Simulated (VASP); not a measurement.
# C (P6_3/mmc) in VASP: notebook

C is run at these levels: PBE; tasks: single point.

All numbers are computed with VASP 6.6.1; they aren't measurements. Logs are shortened: lines on timing, memory, paths and dates and some standing lists are left out, and cuts for length are marked.

**1. The cell of the first run**

Symmetry: P6_3/mmc, No. 194, hexagonal system. Conventional cell: a = 2.344 Å, b = 2.344 Å, c = 11.808 Å, α = 90.00°, β = 90.00°, γ = 120.00°. Within 1.9 Å of C (site symmetry 3m) lie 4 C at 1.44 to 1.49 Å. C (site symmetry 3m) has 4 C at 1.44 to 1.47 Å within 1.9 Å. C (site symmetry 3m) has 4 C at 1.44 to 1.47 Å within 1.9 Å.

**2. Single point, PBE**

File INCAR:

```
  ALGO = Normal
  EDIFF = 1E-7
  ENCUT = 520
  GGA = PE
  ISIF = 2
  ISMEAR = 0
  LASPH = True
  LCHARG = False
  LREAL = False
  LWAVE = False
  NBANDS = 36
  NELM = 80
  PREC = Accurate
  SIGMA = 0.05
```

File KPOINTS:

```
k-points
0
Gamma
  12 12 2
```

File POSCAR:

```
C
1.0
    2.3441000000      0.0000000000      0.0000000000
   -1.1720500000      2.0300501490      0.0000000000
    0.0000000000      0.0000000000     11.8077000000
C
12
Direct
    0.0000000000      0.0000000000      0.1868593266
    0.0000000000      0.0000000000      0.6868593266
    0.0000000000      0.0000000000      0.3131406734
    0.0000000000      0.0000000000      0.8131406734
    0.3333333333      0.6666666667      0.5207665411
    0.6666666667      0.3333333333      0.0207665411
    0.3333333333      0.6666666667      0.9792334589
    0.6666666667      0.3333333333      0.4792334589
    0.3333333333      0.6666666667      0.6450950823
    0.6666666667      0.3333333333      0.1450950823
    0.3333333333      0.6666666667      0.8549049177
    0.6666666667      0.3333333333      0.3549049177
```

Potentials or basis: VASP PAW PBE potentials, release 64 (C).

Launch:

```sh
$ cat potpaw_PBE.64/C/POTCAR > POTCAR
$ mpirun -np 1 vasp_std > vasp.out
```

OUTCAR:

```text
EDIFF = 1E-7
   ENCUT = 520
   GGA = PE
   ISIF = 2
   ISMEAR = 0
   LASPH = True
   LREAL = False
   NELM = 80
   PREC = Accurate

 ion  position               nearest neighbor table
   1  0.000  0.000  0.187-  10 1.44  10 1.44  10 1.44   3 1.49
   2  0.000  0.000  0.687-   9 1.44   9 1.44   9 1.44   4 1.49
   3  0.000  0.000  0.313-  12 1.44  12 1.44  12 1.44   1 1.49
   4  0.000  0.000  0.813-  11 1.44  11 1.44  11 1.44   2 1.49
   5  0.333  0.667  0.521-   8 1.44   8 1.44   8 1.44   9 1.47
   6  0.667  0.333  0.021-   7 1.44   7 1.44   7 1.44  10 1.47
   7  0.333  0.667  0.979-   6 1.44   6 1.44   6 1.44  11 1.47
   8  0.667  0.333  0.479-   5 1.44   5 1.44   5 1.44  12 1.47
   9  0.333  0.667  0.645-   2 1.44   2 1.44   2 1.44   5 1.47
  10  0.667  0.333  0.145-   1 1.44   1 1.44   1 1.44   6 1.47
  11  0.333  0.667  0.855-   4 1.44   4 1.44   4 1.44   7 1.47
  12  0.667  0.333  0.355-   3 1.44   3 1.44   3 1.44   8 1.47

  LATTYP: Found a hexagonal cell.
 ALAT       =     2.3441000000
 C/A-ratio  =     5.0371997782

  Lattice vectors:

 A1 = (   2.3441000000,   0.0000000000,   0.0000000000)
 A2 = (  -1.1720500000,   2.0300501490,   0.0000000000)
 A3 = (   0.0000000000,   0.0000000000,  11.8077000000)

Analysis of symmetry for initial positions (statically):
=====================================================================
 Subroutine PRICEL returns:
 Original cell was already a primitive cell.

 Routine SETGRP: Setting up the symmetry group for a
 hexagonal supercell.

 Subroutine GETGRP returns: Found 24 space group operations
 (whereof 12 operations were pure point group operations)
 out of a pool of 24 trial point group operations.

The static configuration has the point symmetry D_3d.
 The point group associated with its full space group is D_6h.

Analysis of symmetry for dynamics (positions and initial velocities):
=====================================================================
 Subroutine PRICEL returns:
 Original cell was already a primitive cell.

 Routine SETGRP: Setting up the symmetry group for a
 hexagonal supercell.

 Subroutine GETGRP returns: Found 24 space group operations
 (whereof 12 operations were pure point group operations)
 out of a pool of 24 trial point group operations.

The dynamic configuration has the point symmetry D_3d.
 The point group associated with its full space group is D_6h.

 Subroutine INISYM returns: Found 24 space group operations
 (whereof 12 operations are pure point group operations),
 and found     1 'primitive' translations

----------------------------------------------------------------------------------------

                                     Primitive cell

  volume of cell :      56.1886

  direct lattice vectors                    reciprocal lattice vectors
     2.344100000  0.000000000  0.000000000     0.426602961  0.246299334  0.000000000
    -1.172050000  2.030050149  0.000000000     0.000000000  0.492598668  0.000000000
     0.000000000  0.000000000 11.807700000     0.000000000  0.000000000  0.084690499

  length of vectors
     2.344100000  2.344100000 11.807700000     0.492598668  0.492598668  0.084690499

  position of ions in fractional coordinates (direct lattice)
     0.000000000  0.000000000  0.186859327
     0.000000000  0.000000000  0.686859327
     0.000000000  0.000000000  0.313140673
     0.000000000  0.000000000  0.813140673
     0.333333333  0.666666667  0.520766541
     0.666666667  0.333333333  0.020766541
     0.333333333  0.666666667  0.979233459
     0.666666667  0.333333333  0.479233459
     0.333333333  0.666666667  0.645095082
     0.666666667  0.333333333  0.145095082
     0.333333333  0.666666667  0.854904918
     0.666666667  0.333333333  0.354904918

  ion indices of the primitive-cell ions
   primitive index   ion index
                 1           1
                 2           2
                 3           3
                 4           4
                 5           5
                 6           6
                 7           7
                 8           8
                 9           9
                10          10
                11          11
                12          12

----------------------------------------------------------------------------------------

 KPOINTS: k-points

Automatic generation of k-mesh.
 Grid dimensions read from file:
 generate k-points for:   12   12    2

 Generating k-lattice:

  Cartesian coordinates                     Fractional coordinates (reciprocal lattice)
     0.035550247  0.020524945  0.000000000     0.083333333  0.000000000  0.000000000
     0.000000000  0.041049889  0.000000000     0.000000000  0.083333333  0.000000000
     0.000000000  0.000000000  0.042345249     0.000000000  0.000000000  0.500000000

  Length of vectors
     0.041049889  0.041049889  0.042345249

  Shift w.r.t. Gamma in fractional coordinates (k-lattice)
     0.000000000  0.000000000  0.000000000

 Subroutine IBZKPT returns following result:
 ===========================================

 Found     38 irreducible k-points:

 Following reciprocal coordinates:
            Coordinates               Weight
  0.000000  0.000000  0.000000      1.000000
  0.083333 -0.000000  0.000000      6.000000
  0.166667 -0.000000  0.000000      6.000000
  0.250000 -0.000000  0.000000      6.000000
  0.333333 -0.000000  0.000000      6.000000
  0.416667 -0.000000  0.000000      6.000000
[... 16 lines left out ...]
  0.250000 -0.000000  0.500000      6.000000
  0.333333 -0.000000  0.500000      6.000000
 [... further k-points ...]
   k-points           NKPTS =     38   k-points in BZ     NKDIM =     38   number of bands    NBANDS=     36
   number of dos      NEDOS =    301   number of ions     NIONS =     12
   total plane-waves  NPLWV =  29160
   dimension x,y,z NGX =    18 NGY =   18 NGZ =   90
   dimension x,y,z NGXF=    36 NGYF=   36 NGZF=  180
   ions per type =              12
   NGX,Y,Z   is equivalent  to a cutoff of  12.77, 12.77, 12.67 a.u.
   NGXF,Y,Z  is equivalent  to a cutoff of  25.53, 25.53, 25.34 a.u.
 SYSTEM =  unknown system
   PREC   = accura    normal or accurate (medium, high low for compatibility)
   ISTART =      0    job   : 0-new  1-cont  2-samecut
   ICHARG =      2    charge: 1-file 2-atom 10-const
   ISPIN  =      1    spin polarized calculation?
[... 20 lines left out ...]
   ISMEAR =     0;   SIGMA  =   0.05  broadening in eV -4-tet -1-fermi 0-gaus
   EFERMI_NEDOS =   21; number of points for ismear=-14 and -15
   IALGO  =     38    algorithm
   IMIX   =      4    mixing-type and parameters
     AMIX     =   0.40;   BMIX     =  1.00
     AMIX_MAG =   1.60;   BMIX_MAG =  1.00
  volume/ion in A,a.u.               =       4.68        31.60
  Fermi-wavevector in a.u.,A,eV,Ry     =   1.553361  2.935427 32.829928  2.412932
  Thomas-Fermi vector in A             =   2.657603
   LORBIT       =      0    0 simple, 1 ext, 2 COOP (PROOUT), +10 PAW based schemes
   GGA     = PE    functional components
   LHFCALC =     F    Hartree Fock is set to
   AEXX    =    0.0000 exact exchange contribution
   IVDW    =     0    specifies the selected vdW correction
   LEPSILON=     F    determine dielectric tensor
   LRPA    =     F    only Hartree local field effects (RPA)
 non-spin polarized calculation
 Gauss-broadening in eV      SIGMA  =   0.05
  energy-cutoff  :      520.00
  volume of cell :       56.19
 maximum number of plane-waves:      1556
 NGX is ok and might be reduce to    18
   NGX =  9   NGY =  9   NGZ = 43

 number of electron      48.0000007 magnetization

 Free energy of the ion-electron system (eV)
  ---------------------------------------------------
  ext. energy  EPLUGINS =         0.00000000
  ---------------------------------------------------
  free energy    TOTEN  =      -104.87152094 eV

  energy without entropy =     -104.87152094  energy(sigma->0) =     -104.87152094

 E-fermi :  13.1119     XC(G=0): -14.2346

 val. band max:       12.8398034395   @ k =   0.0000   0.0000   0.0000
 cond. band min:      17.8902396442   @ k =   0.3333  -0.0000   0.0000
 fundamental gap:      5.0504362048
 Fermi energy:        13.1119262482

 k-point     1 :       0.0000    0.0000    0.0000
  band No.  band energies     occupation
      1     -11.5367      2.00000
      2     -10.7413      2.00000
      3     -10.6530      2.00000
      4      -8.2542      2.00000
      5      -8.1845      2.00000
      6      -4.9893      2.00000
[... 28 lines left out ...]
     35      21.7410      0.00000
     36      22.6180      0.00000

 k-point     2 :       0.0833   -0.0000    0.0000
  band No.  band energies     occupation
      1     -11.3392      2.00000
      2     -10.5448      2.00000
      3     -10.4568      2.00000
      4      -8.0623      2.00000
      5      -7.9934      2.00000
      6      -4.8176      2.00000
[... 28 lines left out ...]
     35      22.3970      0.00000
     36      22.5275      0.00000

 k-point     3 :       0.1667   -0.0000    0.0000
  band No.  band energies     occupation
      1     -10.7481      2.00000
      2      -9.9566      2.00000
      3      -9.8697      2.00000
      4      -7.4887      2.00000
      5      -7.4221      2.00000
      6      -4.3041      2.00000
[... 28 lines left out ...]
     35      22.9621      0.00000
     36      23.9113      0.00000

 k-point     4 :       0.2500   -0.0000    0.0000
  band No.  band energies     occupation
      1      -9.7684      2.00000
      2      -8.9815      2.00000
      3      -8.8977      2.00000
      4      -6.5398      2.00000
      5      -6.4783      2.00000
      6      -3.4550      2.00000
[... 28 lines left out ...]
     35      23.5549      0.00000
     36      24.8872      0.00000

 k-point     5 :       0.3333   -0.0000    0.0000
  band No.  band energies     occupation
      1      -8.4102      2.00000
      2      -7.6305      2.00000
      3      -7.5531      2.00000
      4      -5.2315      2.00000
      5      -5.1823      2.00000
      6      -2.2923      2.00000
[... 655 lines left out ...]
 k-point    22 :       0.1667   -0.0000    0.5000
  band No.  band energies     occupation
      1     -10.5394      2.00000
      2     -10.5394      2.00000
      3      -8.8785      2.00000
      4      -8.8785      2.00000
      5      -5.7052      2.00000
      6      -5.7052      2.00000
[... 28 lines left out ...]
     35      23.4666      0.00000
     36      23.4667      0.00000

 k-point    23 :       0.2500   -0.0000    0.5000
  band No.  band energies     occupation
      1      -9.5611      2.00000
      2      -9.5611      2.00000
      3      -7.9146      2.00000
      4      -7.9146      2.00000
      5      -4.7934      2.00000
      6      -4.7934      2.00000
[... 28 lines left out ...]
     35      23.6778      0.00000
     36      23.6778      0.00000

 k-point    24 :       0.3333   -0.0000    0.5000
  band No.  band energies     occupation
      1      -8.2053      2.00000
      2      -8.2053      2.00000
      3      -6.5829      2.00000
      4      -6.5829      2.00000
      5      -3.5476      2.00000
      6      -3.5476      2.00000
[... 28 lines left out ...]
     35      23.7538      0.00000
     36      23.7538      0.00000

 [... further k-points ...]

------------------------ aborting loop because EDIFF is reached ----------------------------------------

  FORCE on cell =-STRESS in cart. coord.  units (eV):
  Direction    XX          YY          ZZ          XY          YZ          ZX
  --------------------------------------------------------------------------------------
  -------------------------------------------------------------------------------------
  Total       47.8433927     47.8433927     34.2160529      0.0000000      0.0000000      0.0000000
  in kB     1364.2197731   1364.2197731    975.6460242      0.0000000      0.0000000      0.0000000
  external PRESSURE =    1234.6951901 kB  Pullay stress =       0.0000000 kB

 VOLUME and BASIS-vectors are now :
 -----------------------------------------------------------------------------
  energy-cutoff  :      520.00
  volume of cell :       56.19
      direct lattice vectors                 reciprocal lattice vectors
     2.344100000  0.000000000  0.000000000     0.426602961  0.246299334  0.000000000
    -1.172050000  2.030050149  0.000000000     0.000000000  0.492598668  0.000000000
     0.000000000  0.000000000 11.807700000     0.000000000  0.000000000  0.084690499

 POSITION                                       TOTAL-FORCE (eV/Angst)
 -----------------------------------------------------------------------------------
      0.00000      0.00000      2.20638         0.000000     -0.000000      0.513045
      0.00000      0.00000      8.11023         0.000000      0.000000      0.513045
      0.00000      0.00000      3.69747         0.000000     -0.000000     -0.513045
      0.00000      0.00000      9.60132        -0.000000      0.000000     -0.513045
     -0.00000      1.35337      6.14906         0.000000     -0.000000      0.379550
      1.17205      0.67668      0.24521         0.000000     -0.000000      0.379550
     -0.00000      1.35337     11.56249        -0.000000      0.000000     -0.379550
      1.17205      0.67668      5.65864         0.000000     -0.000000     -0.379550
     -0.00000      1.35337      7.61709         0.000000     -0.000000     -0.379757
      1.17205      0.67668      1.71324         0.000000     -0.000000     -0.379757
     -0.00000      1.35337     10.09446        -0.000000      0.000000      0.379757
      1.17205      0.67668      4.19061        -0.000000      0.000000      0.379757
 -----------------------------------------------------------------------------------
    total drift:                                0.000000     -0.000000      0.000000

  FREE ENERGIE OF THE ION-ELECTRON SYSTEM (eV)
  ---------------------------------------------------
  free  energy   TOTEN  =      -104.8715209357 eV

  energy  without entropy=     -104.8715209357  energy(sigma->0) =     -104.87152094
```

Wall time 52 s (1 thread of AMD EPYC 9R45 (Zen 5), shared host); peak memory 0.16 GiB.

What came out:

- Free energy: -104.8715 eV
- Pressure: 123.5 GPa
- Largest force: 0.513 eV/Å
- Band gap on the k mesh: 5.05 eV (least direct gap 5.43 eV)

Forces in eV/Å, atoms in the order of the input:
```
C    0.000  0.000  0.513
C    0.000  0.000  0.513
C    0.000  0.000 -0.513
C    0.000  0.000 -0.513
C    0.000  0.000  0.380
C    0.000  0.000  0.380
C    0.000  0.000 -0.380
C    0.000  0.000 -0.380
C    0.000  0.000 -0.380
C    0.000  0.000 -0.380
C    0.000  0.000  0.380
C    0.000  0.000  0.380
```

Caveat: the stress differs along the axes, from 98 to 136 GPa.

**3. Single point, PBE**

This run uses another cell than the first one, of 4.74 Å³/atom.

File INCAR:

```
PREC = Accurate ; ENCUT = 520
EDIFF = 1E-7 ; ISMEAR = 0
SIGMA = 0.05 ; LREAL = False
LASPH = True ; NELM = 80
ALGO = Normal ; ISIF = 2
LWAVE = False ; LCHARG = False
GGA = PE ; NBANDS = 36
```

File KPOINTS:

```
Automatic mesh
0
Gamma
  12 12 2
```

POSCAR: that of step 2 with these lines changed.

```diff
@@ -4,3 +4,3 @@
    -1.1720500000      2.0300501490      0.0000000000
-    0.0000000000      0.0000000000     11.8077000000
+    0.0000000000      0.0000000000     11.9630000000
 C
```

Potentials or basis: VASP PAW PBE potentials, release 64 (C).

Launch:

```sh
$ cat potpaw_PBE.64/C/POTCAR > POTCAR
$ mpirun -np 1 vasp_std > vasp.out
```

Wall time 49 s (1 thread of AMD EPYC 9R45 (Zen 5), shared host); peak memory 0.16 GiB.

Results (log left out):

* Free energy: -105.2649 eV
* Pressure: 113.2 GPa
* Largest force: 0.634 eV/Å
* Band gap on the k mesh: 5.02 eV

Forces on the atoms (eV/Å):
```
C    0.000  0.000  0.634
C    0.000  0.000  0.634
C    0.000  0.000 -0.634
C    0.000  0.000 -0.634
C    0.000  0.000  0.527
C    0.000  0.000  0.527
C    0.000  0.000 -0.527
C    0.000  0.000 -0.527
C    0.000  0.000 -0.490
C    0.000  0.000 -0.490
C    0.000  0.000  0.490
C    0.000  0.000  0.490
```

Stress tensor (GPa, compression positive):
```
133.43   0.00   0.00
  0.00 133.43   0.00
  0.00   0.00  72.80
```

Levels at points of the mesh, in eV from the valence-band top:
```tsv
k point	band 20	band 21	band 22	band 23	band 24	band 25	band 26	band 27	band 28	band 29
(0.00, 0.00, 0.00)	-1.01	-1.01	-0.31	0.00	0.00	5.02	6.22	6.22	7.35	7.35
(0.50, 0.00, 0.00)	-5.19	-4.84	-4.79	-4.37	-3.61	5.40	5.53	6.06	6.26	6.70
(0.00, 0.00, 0.50)	-1.86	-0.33	-0.33	-0.33	-0.33	6.30	6.30	6.63	6.63	6.63
(0.50, 0.00, 0.50)	-5.77	-4.56	-4.56	-3.97	-3.97	5.64	5.64	5.85	5.85	6.81
```

Caveat: the stress differs along the axes, from 73 to 133 GPa.

**4. Single point, PBE**

This run uses another cell than the first one, of 4.81 Å³/atom.

File INCAR:

```
SYSTEM = C
ALGO = Normal ; EDIFF = 1E-6
ENCUT = 520 ; GGA = PE
ISIF = 2 ; ISMEAR = 0
LASPH = .TRUE. ; LCHARG = .TRUE.
LELF = .TRUE. ; LREAL = .FALSE.
LVHAR = .TRUE. ; LWAVE = .FALSE.
NBANDS = 36 ; NELM = 100
PREC = Accurate ; SIGMA = 0.05
```

File KPOINTS:

```
k-points
0
G
  12 12 2
  0 0 0
```

POSCAR: that of step 3 with these lines changed.

```diff
@@ -4,3 +4,3 @@
    -1.1720500000      2.0300501490      0.0000000000
-    0.0000000000      0.0000000000     11.9630000000
+    0.0000000000      0.0000000000     12.1184000000
 C
```

Launch:

```sh
$ cat potpaw_PBE.64/C/POTCAR > POTCAR
$ mpirun -np 1 vasp_std > vasp.out
```

It took 46 s on 1 thread of AMD EPYC 9R45 (Zen 5), shared host; peak memory 0.16 GiB.

Results (log left out):

```
Free energy            : -105.5491 eV
Pressure               : 103.7 GPa
Largest force          : 0.706 eV/Å
Band gap on the k mesh : 4.61 eV
```

Forces in eV/Å, atoms in the order of the input:
```
C    0.000  0.000  0.706
C    0.000  0.000  0.706
C    0.000  0.000 -0.706
C    0.000  0.000 -0.706
C    0.000  0.000  0.623
C    0.000  0.000  0.623
C    0.000  0.000 -0.623
C    0.000  0.000 -0.623
C    0.000  0.000 -0.555
C    0.000  0.000 -0.555
C    0.000  0.000  0.555
C    0.000  0.000  0.555
```

Stress tensor (GPa, compression positive):
```
130.53   0.00   0.00
  0.00 130.53   0.00
  0.00   0.00  50.14
```

Levels at points of the mesh, in eV from the valence-band top:
```tsv
k point	band 22	band 23	band 24	band 25	band 26	band 27
(0.00, 0.00, 0.00)	-0.37	0.00	0.00	4.61	6.34	6.34
(0.50, 0.00, 0.00)	-4.74	-4.36	-3.63	5.19	5.68	6.16
(0.00, 0.00, 0.50)	-0.30	-0.30	-0.30	6.01	6.01	6.71
(0.50, 0.00, 0.50)	-4.56	-3.96	-3.96	5.52	5.52	5.85
```

Caveat: the stress differs along the axes, from 50 to 131 GPa. PBE gaps usually lie below the measured ones, often by a third to a half.

**5. Summary**

| cell | gap on the mesh (eV) | pressure (GPa) | largest force (eV/Å) |
| --- | --- | --- | --- |
| a = 2.344, b = 2.344, c = 11.808 Å, angles 90.0, 90.0, 120.0°, 12 atoms | 5.05 | 123.5 | 0.51 |
| a = 2.344, b = 2.344, c = 11.963 Å, angles 90.0, 90.0, 120.0°, 12 atoms | 5.02 | 113.2 | 0.63 |
| a = 2.344, b = 2.344, c = 12.118 Å, angles 90.0, 90.0, 120.0°, 12 atoms | 4.61 | 103.7 | 0.71 |

Alike in all rows: task single point; level PBE; potentials or basis VASP PAW PBE potentials, release 64 (C); no spin polarisation; k mesh 12 × 12 × 2; cutoff (eV) 520; smearing gaussian 0.05 eV.

Caveats: the stress differs along the axes, from 98 to 136 GPa (at least some runs); the stress differs along the axes, from 73 to 133 GPa (at least some runs); the stress differs along the axes, from 50 to 131 GPa (at least some runs).

Absolute energies hang on the potentials; compare differences alone.
